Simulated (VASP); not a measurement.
Mg7MnS8 (a cell with a defect), 16 atoms in the cell. The cell holds a defect, 16 atoms: a = 7.328 Å, b = 7.328 Å, c = 7.328 Å, α = 60.00°, β = 60.00°, γ = 60.00°. 

* Program: VASP 6.6.1
* Task: single point
* Functional: PBEsol
* Potentials or basis: VASP PAW PBE potentials, release 64 (S, Mg, Mn_pv)
* Cutoff: 520 eV
* k mesh: 2 × 2 × 2, shifted
* Occupations: fermi-dirac, width 0.05 eV
* Spin: collinear spin
* Starting moments: [0.062, 0.062, 0.062, 0.062, 0.062, 0.062, 0.062, 0.062, 0.062, 0.062, 0.062, 0.062, 0.062, 0.062, 0.062, 0.062] μB
* Dipole correction: no
* Charge: 1
* Further INCAR settings: ALGO = Normal; EDIFF = 1e-06; NBANDS = 56; NELECT = 74.0

Potentials or basis: VASP PAW PBE potentials, release 64 (S, Mg, Mn_pv).

Launch:

```bash
$ cat potpaw_PBE.64/S/POTCAR potpaw_PBE.64/Mg/POTCAR potpaw_PBE.64/Mn_pv/POTCAR > POTCAR
$ mpirun -np 1 vasp_std > vasp.out
```

Hardware: 1 thread of AMD EPYC 9R45 96-Core Processor (Zen 5), on a shared host.

Q: How long does it take, and how much memory?

A: Run time: 7.3 min on 1 thread of AMD EPYC 9R45 96-Core Processor (Zen 5), with other jobs on the host, peak memory 0.74 GiB. Counts: scf iterations 19, k points 16.
